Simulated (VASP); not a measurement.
**WS2: single point with PBE**

The system is WS2.

```xyz
6
Lattice="3.1878 0.0000 0.0000 -1.5939 2.7607 0.0000 0.0000 0.0000 14.8571" Properties=species:S:1:pos:R:3 pbc="T T T"
W     0.0000    1.8405    3.7143
W     1.5939    0.9202   11.1428
S     0.0000    1.8405    9.5718
S     1.5939    0.9202    2.1432
S     0.0000    1.8405   12.7139
S     1.5939    0.9202    5.2853
```

```yaml
Program: VASP 6.6.1
Task: single point
Functional: PBE
Potentials_or_basis: VASP PAW PBE potentials, release 64 (W_sv, S)
Cutoff: 520 eV
k_mesh: 10 × 10 × 2
Occupations: gaussian, width 0.05 eV
Spin: collinear spin
Starting_moments: "[2.0, 2.0, 0.0, 0.0, 0.0, 0.0] μB"
```

```json
{
 "Pressure": "0.0 GPa",
 "Largest force": "0.003 eV/Å",
 "Band gap on the k mesh": "1.78 eV (least direct gap 2.14 eV)",
 "Net moment": "0.00 μB per cell",
 "Valence electrons inside the program's atomic spheres": "W 11.99; S 3.72"
}
```

Forces in eV/Å, atoms in the order of the input:
```
W    0.000  0.000  0.000
W    0.000  0.000  0.000
S    0.000  0.000 -0.003
S    0.000  0.000 -0.003
S    0.000  0.000  0.003
S    0.000  0.000  0.003
```

Levels at points of the mesh, in eV from the valence-band top:
Spin up:
| k point | band 23 | band 24 | band 25 | band 26 | band 27 | band 28 | band 29 | band 30 |
| --- | --- | --- | --- | --- | --- | --- | --- | --- |
| (0.00, 0.00, 0.00) | -1.79 | -1.79 | -0.41 | 0.00 | 2.70 | 2.70 | 2.70 | 2.70 |
| (0.50, 0.00, 0.00) | -1.46 | -1.44 | -1.11 | -1.09 | 2.66 | 2.66 | 3.08 | 3.14 |
| (0.00, 0.00, 0.50) | -1.79 | -1.79 | -0.18 | -0.18 | 2.70 | 2.70 | 2.70 | 2.70 |
| (0.50, 0.00, 0.50) | -1.45 | -1.45 | -1.10 | -1.10 | 2.66 | 2.66 | 3.11 | 3.11 |
Spin down:
| k point | band 24 | band 25 | band 26 | band 27 | band 28 | band 29 |
| --- | --- | --- | --- | --- | --- | --- |
| (0.00, 0.00, 0.00) | -1.79 | -0.41 | 0.00 | 2.70 | 2.70 | 2.70 |
| (0.50, 0.00, 0.00) | -1.44 | -1.11 | -1.09 | 2.66 | 2.66 | 3.08 |
| (0.00, 0.00, 0.50) | -1.79 | -0.18 | -0.18 | 2.70 | 2.70 | 2.70 |
| (0.50, 0.00, 0.50) | -1.45 | -1.10 | -1.10 | 2.66 | 2.66 | 3.11 |

Wall time 3.3 min on 1 thread of AMD EPYC 9R45 96-Core Processor (Zen 5), on a shared host, peak memory 0.38 GiB.

Caveat: spin-orbit coupling is left out, which moves the levels of the heavy elements; this functional lacks dispersion, which binds layers or chains, so the pressure and a relaxed spacing across them are unreliable. As with any semilocal functional, this PBE gap is likely too small.
